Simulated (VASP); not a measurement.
Runs of VASP 6.6.1 on Zr. The structure is that of space group P6_3/mmc (No. 194), or close to it. The cells are those of the table. 

| cell | gap on the mesh (eV) | pressure (GPa) |
| --- | --- | --- |
| a = 3.188, b = 3.188, c = 5.077 Å, angles 90.0, 90.0, 120.0°, 2 atoms | none | 3.3 |
| a = 3.097, b = 3.097, c = 4.932 Å, angles 90.0, 90.0, 120.0°, 2 atoms | none | 13.8 |
| a = 3.143, b = 3.143, c = 5.006 Å, angles 90.0, 90.0, 120.0°, 2 atoms | none | 8.1 |
| a = 3.316, b = 3.316, c = 5.281 Å, angles 90.0, 90.0, 120.0°, 2 atoms | none | (b) |
| a = 3.275, b = 3.275, c = 5.215 Å, angles 90.0, 90.0, 120.0°, 2 atoms | none | -4.2 |
| a = 3.232, b = 3.232, c = 5.147 Å, angles 90.0, 90.0, 120.0°, 2 atoms | none | (a) |
| a = 3.356, b = 3.356, c = 5.345 Å, angles 90.0, 90.0, 120.0°, 2 atoms | none | -9.5 |

Alike in all rows: task single point; level PBE+D4; potentials or basis VASP PAW PBE potentials, release 64 (Zr_sv); no spin polarisation; k mesh 8 × 8 × 5; cutoff (eV) 520; smearing fermi-dirac 0.05 eV.

**Question.** Estimate the missing entries.

**Answer.** (a) -0.8; (b) -7.1.

Caveats: pairwise dispersion overbinds metals, which lowers pressure and volume.

A k mesh can miss the band edges, and the runs leave out spin-orbit coupling on Zr.

A gap of «none» marks levels without a gap at the run's occupations.
